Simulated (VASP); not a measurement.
# H15NO6 in VASP: notebook

H15NO6 is run at these levels: PBE+D3(BJ); tasks: single point.

All numbers are computed with VASP 6.6.1; they aren't measurements. Logs are shortened: lines on timing, memory, paths and dates and some standing lists are left out, and cuts for length are marked.

## 1. The cell of the first run

The cell holds an amorphous packing of atoms, 22 atoms: a = 6.028 Å, b = 6.028 Å, c = 6.028 Å, α = 90.00°, β = 90.00°, γ = 90.00°.

## 2. Single point, PBE+D3(BJ)

INCAR

```
SYSTEM = H15NO6
PREC = Accurate
ENCUT = 520
EDIFF = 1E-6
ISMEAR = -1
SIGMA = 0.05
LREAL = Auto
LASPH = .True.
NELM = 80
ALGO = Normal
ISIF = 2
LWAVE = .False.
LCHARG = .True.
GGA = PE
IVDW = 12
LELF = .True.
LVHAR = .True.
NBANDS = 45
```

KPOINTS

```
regular mesh
0
Gamma
  1 1 1
  0 0 0
```

POSCAR

```
H15NO6
1.0
    6.0276500000      0.0000000000      0.0000000000
    0.0000000000      6.0276500000      0.0000000000
    0.0000000000      0.0000000000      6.0276500000
O H N
6 15 1
Direct
    0.2683798827      0.8865146450      0.3453087024
    0.1585858502      0.3937023550      0.8716166333
    0.3535872189      0.7893623551      0.7912702297
    0.5951739069      0.5525868290      0.2489195624
    0.7236982904      0.2460494554     -0.0373113900
    0.9112506532      0.8234220633      0.0591275207
    0.2705863811      1.0467263361      0.3732963925
    0.1286073345      0.8509286372      0.2604663509
    0.2391479266      0.5373901935      0.8503479797
    0.2882217780      0.3035179548      0.9009315405
    0.5076273506      0.8479092184      0.7804368203
    0.3222151253      0.8162882715      0.6388559389
    0.7238807827      0.6623808615      0.2356971622
    0.4415651207      0.6090599156      0.2257430342
    0.6841472216      0.3671414233      0.0758338656
    0.8776388808      0.2888356159     -0.0749379941
    0.8635537896      0.9806972867      0.0411437293
    0.8721309300      0.7594999710     -0.0878119997
    0.7381483663      0.1412988478      0.6534553267
    0.8814214495     -0.0942490025      0.6397518104
    0.7375345284      0.0028701069      0.4203462378
    0.7440710725     -0.0085107795      0.5834943967
```

Potentials or basis: VASP PAW PBE potentials, release 64 (O, H, N).

Started as:

```console
$ cat potpaw_PBE.64/O/POTCAR potpaw_PBE.64/H/POTCAR potpaw_PBE.64/N/POTCAR > POTCAR
$ mpirun -np 1 vasp_gam > vasp.out
```

OUTCAR:

```text
SYSTEM = H15NO6
   PREC = Accurate
   ENCUT = 520
   EDIFF = 1E-6
   ISMEAR = -1
   LREAL = Auto
   LASPH = .True.
   NELM = 80
   ISIF = 2
   GGA = PE
   IVDW = 12
 IVDW          = 12

 ion  position               nearest neighbor table
   1  0.268  0.887  0.345-   7 0.98   8 1.01
   2  0.159  0.394  0.872-  10 0.97   9 1.00
   3  0.354  0.789  0.791-  12 0.95  11 1.00
   4  0.595  0.553  0.249-  14 1.00  13 1.02
   5  0.724  0.246  0.963-  16 0.99  15 1.03
   6  0.911  0.823  0.059-  18 0.99  17 1.00
   7  0.271  0.047  0.373-   1 0.98
   8  0.129  0.851  0.260-   1 1.01
   9  0.239  0.537  0.850-   2 1.00
  10  0.288  0.304  0.901-   2 0.97
  11  0.508  0.848  0.780-   3 1.00
  12  0.322  0.816  0.639-   3 0.95
  13  0.724  0.662  0.236-   4 1.02
  14  0.442  0.609  0.226-   4 1.00
  15  0.684  0.367  0.076-   5 1.03
  16  0.878  0.289  0.925-   5 0.99
  17  0.864  0.981  0.041-   6 1.00
  18  0.872  0.759  0.912-   6 0.99
  19  0.738  0.141  0.653-  22 1.00
  20  0.881  0.906  0.640-  22 1.03
  21  0.738  0.003  0.420-  22 0.99
  22  0.744  0.991  0.583-  21 0.99  19 1.00  20 1.03

  LATTYP: Found a simple cubic cell.
 ALAT       =     6.0276500000

  Lattice vectors:

 A1 = (   6.0276500000,   0.0000000000,   0.0000000000)
 A2 = (   0.0000000000,   6.0276500000,   0.0000000000)
 A3 = (   0.0000000000,   0.0000000000,   6.0276500000)

Analysis of symmetry for initial positions (statically):
=====================================================================
 Subroutine PRICEL returns:
 Original cell was already a primitive cell.

 Routine SETGRP: Setting up the symmetry group for a
 simple cubic supercell.

 Subroutine GETGRP returns: Found  1 space group operations
 (whereof  1 operations were pure point group operations)
 out of a pool of 48 trial point group operations.

The static configuration has the point symmetry C_1 .

Analysis of symmetry for dynamics (positions and initial velocities):
=====================================================================
 Subroutine PRICEL returns:
 Original cell was already a primitive cell.

 Routine SETGRP: Setting up the symmetry group for a
 simple cubic supercell.

 Subroutine GETGRP returns: Found  1 space group operations
 (whereof  1 operations were pure point group operations)
 out of a pool of 48 trial point group operations.

The dynamic configuration has the point symmetry C_1 .

 Subroutine INISYM returns: Found  1 space group operations
 (whereof  1 operations are pure point group operations),
 and found     1 'primitive' translations

----------------------------------------------------------------------------------------

                                     Primitive cell

  volume of cell :     219.0000

  direct lattice vectors                    reciprocal lattice vectors
     6.027650000  0.000000000  0.000000000     0.165902134  0.000000000  0.000000000
     0.000000000  6.027650000  0.000000000     0.000000000  0.165902134  0.000000000
     0.000000000  0.000000000  6.027650000     0.000000000  0.000000000  0.165902134

  length of vectors
     6.027650000  6.027650000  6.027650000     0.165902134  0.165902134  0.165902134

  position of ions in fractional coordinates (direct lattice)
     0.268379883  0.886514645  0.345308702
     0.158585850  0.393702355  0.871616633
     0.353587219  0.789362355  0.791270230
     0.595173907  0.552586829  0.248919562
     0.723698290  0.246049455  0.962688610
     0.911250653  0.823422063  0.059127521
[... 14 lines left out ...]
     0.737534528  0.002870107  0.420346238
     0.744071072  0.991489221  0.583494397

  ion indices of the primitive-cell ions
   primitive index   ion index
                 1           1
                 2           2
                 3           3
                 4           4
                 5           5
                 6           6
[... 14 lines left out ...]
                21          21
                22          22

----------------------------------------------------------------------------------------

 KPOINTS: regular mesh

Automatic generation of k-mesh.
 Grid dimensions read from file:
 generate k-points for:    1    1    1

 Generating k-lattice:

  Cartesian coordinates                     Fractional coordinates (reciprocal lattice)
     0.165902134  0.000000000  0.000000000     1.000000000  0.000000000  0.000000000
     0.000000000  0.165902134  0.000000000     0.000000000  1.000000000  0.000000000
     0.000000000  0.000000000  0.165902134     0.000000000  0.000000000  1.000000000

  Length of vectors
     0.165902134  0.165902134  0.165902134

  Shift w.r.t. Gamma in fractional coordinates (k-lattice)
     0.000000000  0.000000000  0.000000000

 Subroutine IBZKPT returns following result:
 ===========================================

 Found      1 irreducible k-points:

 Following reciprocal coordinates:
            Coordinates               Weight
  0.000000  0.000000  0.000000      1.000000
   k-points           NKPTS =      1   k-points in BZ     NKDIM =      1   number of bands    NBANDS=     45
   number of dos      NEDOS =    301   number of ions     NIONS =     22
   total plane-waves  NPLWV = 110592
   dimension x,y,z NGX =    48 NGY =   48 NGZ =   48
   dimension x,y,z NGXF=    96 NGYF=   96 NGZF=   96
   ions per type =               6  15   1
   NGX,Y,Z   is equivalent  to a cutoff of  13.24, 13.24, 13.24 a.u.
   NGXF,Y,Z  is equivalent  to a cutoff of  26.48, 26.48, 26.48 a.u.
 SYSTEM =  H15NO6
   PREC   = accura    normal or accurate (medium, high low for compatibility)
   ISTART =      0    job   : 0-new  1-cont  2-samecut
   ICHARG =      2    charge: 1-file 2-atom 10-const
   ISPIN  =      1    spin polarized calculation?
   LNONCOLLINEAR =      F non collinear calculations
   LSORBIT =      F    spin-orbit coupling
   LASPH  =      T    aspherical Exc in radial PAW
   ENCUT  =  520.0 eV  38.22 Ry    6.18 a.u.  11.21 11.21 11.21*2*pi/ulx,y,z
   NELM   =     80;   NELMIN=  2; NELMDL= -5     # of ELM steps
   EDIFF  = 0.1E-05   stopping-criterion for ELM
   LREAL  =      T    real-space projection
   EDIFFG = 0.1E-04   stopping-criterion for IOM
   NSW    =      0    number of steps for IOM
   IBRION =     -1    ionic relax: 0-MD 1-quasi-New 2-CG
   NFREE  =      0    steps in history (QN), initial steepest desc. (CG)
   ISIF   =      2    stress and relaxation
   ISYM   =      2    0-nonsym 1-usesym 2-fastsym
   POTIM  = 0.5000    time-step for ionic-motion
   TEBEG  =    0.0;   TEEND  =   0.0 temperature during run
   PSTRESS=    0.0 pullay stress
   NELECT =      56.0000    total number of electrons
   NUPDOWN=      -1.0000    fix difference up-down
   EMIN   =  10.00;   EMAX   =-10.00  energy-range for DOS
   EFERMI =   0.00;   METHOD = LEGACY
   ISMEAR =    -1;   SIGMA  =   0.05  broadening in eV -4-tet -1-fermi 0-gaus
   EFERMI_NEDOS =   21; number of points for ismear=-14 and -15
   IALGO  =     38    algorithm
   IMIX   =      4    mixing-type and parameters
     AMIX     =   0.40;   BMIX     =  1.00
     AMIX_MAG =   1.60;   BMIX_MAG =  1.00
  volume/ion in A,a.u.               =       9.95        67.18
  Fermi-wavevector in a.u.,A,eV,Ry     =   1.039097  1.963609 14.690521  1.079723
  Thomas-Fermi vector in A             =   2.173612
   LORBIT       =      0    0 simple, 1 ext, 2 COOP (PROOUT), +10 PAW based schemes
   GGA     = PE    functional components
   LHFCALC =     F    Hartree Fock is set to
   AEXX    =    0.0000 exact exchange contribution
   IVDW    =    12    specifies the selected vdW correction
   LEPSILON=     F    determine dielectric tensor
   LRPA    =     F    only Hartree local field effects (RPA)
 non-spin polarized calculation
  energy-cutoff  :      520.00
  volume of cell :      219.00
 maximum number of plane-waves:      2944
 NGX is ok and might be reduce to    48
   NGX = 23   NGY = 23   NGZ = 23

 number of electron      56.0000004 magnetization

 Free energy of the ion-electron system (eV)
  ---------------------------------------------------
  ext. energy  EPLUGINS =         0.00000000
  ---------------------------------------------------
  free energy    TOTEN  =      -106.38313364 eV

  energy without entropy =     -106.38313364  energy(sigma->0) =     -106.38313364

 E-fermi :  -1.8469     XC(G=0):  -6.7515

 val. band max:       -3.0837517975   @ k =   0.0000   0.0000   0.0000
 cond. band min:       0.8469979453   @ k =   0.0000   0.0000   0.0000
 fundamental gap:      3.9307497429
 Fermi energy:        -1.8468650880

 k-point     1 :       0.0000    0.0000    0.0000
  band No.  band energies     occupation
      1     -22.8184      2.00000
      2     -22.1467      2.00000
      3     -21.9432      2.00000
      4     -21.6894      2.00000
      5     -21.5364      2.00000
      6     -21.2211      2.00000
[... 32 lines left out ...]
     39       7.4992      0.00000
     40       7.7407      0.00000
 [bands above 40 left out]

------------------------ aborting loop because EDIFF is reached ----------------------------------------

 Edisp (eV)   -0.76138

 E8    (eV) :    -0.1567

  FORCE on cell =-STRESS in cart. coord.  units (eV):
  Direction    XX          YY          ZZ          XY          YZ          ZX
  --------------------------------------------------------------------------------------
  -------------------------------------------------------------------------------------
  Total      -3.61463     0.43087     2.88352    -1.43037     0.27305    -0.47069
  in kB     -26.44420     3.15221    21.09552   -10.46443     1.99762    -3.44354
  external pressure =       -0.73 kB  Pullay stress =        0.00 kB

 VOLUME and BASIS-vectors are now :
 -----------------------------------------------------------------------------
  energy-cutoff  :      520.00
  volume of cell :      219.00
      direct lattice vectors                 reciprocal lattice vectors
     6.027650000  0.000000000  0.000000000     0.165902134  0.000000000  0.000000000
     0.000000000  6.027650000  0.000000000     0.000000000  0.165902134  0.000000000
     0.000000000  0.000000000  6.027650000     0.000000000  0.000000000  0.165902134

 POSITION                                       TOTAL-FORCE (eV/Angst)
 -----------------------------------------------------------------------------------
      1.61770      5.34360      2.08140        -0.961705      0.100356     -0.156972
      0.95590      2.37310      5.25380         0.490850      0.443205      0.047636
      2.13130      4.75800      4.76950         1.088845      0.060906      1.080738
      3.58750      3.33080      1.50040         0.540626     -0.316843      0.080698
      4.36220      1.48310      5.80275         0.613162      0.467019      0.811223
      5.49270      4.96330      0.35640        -0.316029      0.018848     -0.625044
[... 14 lines left out ...]
      4.44560      0.01730      2.53370         0.088419     -0.065541     -1.257755
      4.48500      5.97635      3.51710         0.131102     -1.392437      1.347479
 -----------------------------------------------------------------------------------
    total drift:                                0.000908      0.001412      0.001257

  FREE ENERGIE OF THE ION-ELECTRON SYSTEM (eV)
  ---------------------------------------------------
  free  energy   TOTEN  =      -107.1445161874 eV

  energy  without entropy=     -107.1445161874  energy(sigma->0) =     -107.14451619
```

Run time: 20 s. Hardware: 1 thread of Intel Xeon 6975P-C (Granite Rapids), shared host; peak memory 0.32 GiB.

What came out:

| Property | Result |
| --- | --- |
| Free energy | -107.1445 eV |
| Pressure | -0.1 GPa |
| Largest force | 2.032 eV/Å |
| Band gap on the k mesh | 3.93 eV |
| Dispersion energy per atom | -0.035 eV |

Forces on the atoms (eV/Å):
```
O   -0.962  0.100 -0.157
O    0.491  0.443  0.048
O    1.089  0.061  1.081
O    0.541 -0.317  0.081
O    0.613  0.467  0.811
O   -0.316  0.019 -0.625
H   -0.138 -0.415 -0.289
H    0.931  0.493  0.213
H   -0.443  0.281 -0.152
H   -0.015 -0.749  0.029
H   -0.179 -0.183  0.317
H   -0.901 -0.088 -1.694
H   -1.980 -0.348 -0.299
H    1.557  0.611  0.175
H   -0.324 -0.637 -0.314
H   -0.044  0.183 -0.115
H   -0.336  0.027  0.112
H    0.421  0.036  1.074
H    0.017  0.786  0.386
H   -0.243  0.686 -0.771
H    0.088 -0.066 -1.258
N    0.131 -1.392  1.347
```

Stress tensor (GPa, compression positive):
```
-2.64 -1.05 -0.34
-1.05  0.32  0.20
-0.34  0.20  2.11
```

Levels at points of the mesh, in eV from the valence-band top:
```csv
k point,band 24,band 25,band 26,band 27,band 28,band 29,band 30,band 31,band 32,band 33
"(0.00, 0.00, 0.00)",-0.99,-0.86,-0.67,-0.58,0.00,3.93,6.64,7.80,8.15,8.25
```

Caveat: the k points lie up to 1.04 Å⁻¹ apart.

(Part 1 of 3 ends here.)
